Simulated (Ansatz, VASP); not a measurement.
**FeAuC4N4: VASP beside Ansatz**

```
Fe C Au N
1.0
     5.90687    0.00000    0.00000
     0.00000    5.90687    0.00000
     0.00000    0.00000    5.90687
Fe C Au N
1 4 1 4
Cartesian
  0.0000 0.0000 0.0000
  1.1189 1.1189 1.1189
  1.1189 4.7880 4.7880
  4.7880 1.1189 4.7880
  4.7880 4.7880 1.1189
  2.9534 2.9534 2.9534
  1.7944 1.7944 1.7944
  1.7944 4.1125 4.1125
  4.1125 1.7944 4.1125
  4.1125 4.1125 1.7944
```

Alike in both runs: task single point; functional PBE; k mesh 4 × 4 × 4; occupations gaussian, width 0.1 eV; collinear spin.

|  | VASP | Ansatz |
| --- | --- | --- |
| version | VASP 6.6.1 | Ansatz 0.2.0 |
| potentials or method | VASP PAW PBE potentials, release 64 (Fe, C, Au, N), cutoff 520 eV | scalar-relativistic, plane waves, PAW |
| valence electrons in the cell | 55 | 71 |

Ansatz gave:

- gap on the k mesh at the Fermi level (eV): 0.14
- least direct gap on the mesh (eV): 0.17
- pressure (GPa): 4.9
- rms of the force components (eV/Å): 0.505
- net moment per atom (μB): 0.49
- size of the moment on the site where the two differ most (μB): 3.07

Task: Estimate VASP's values.

Result: gap on the k mesh at the Fermi level (eV): 0.12; least direct gap on the mesh (eV): 0.15; pressure (GPa): 5.2; rms of the force components (eV/Å): 0.374; net moment per atom (μB): 0.49; size of the moment on the site where the two differ most (μB): 3.44.

Site moments also hang on the region over which each program counts them. Atom by atom the forces differ by 0.193 eV/Å (rms over components). VASP's potentials hold 55 valence electrons a cell and Ansatz's 71, so a difference there can come from the potentials and not from the codes.

Spin-orbit coupling is off throughout. Noted on VASP's run: the standard files for N, O and F lose accuracy on very short bonds.
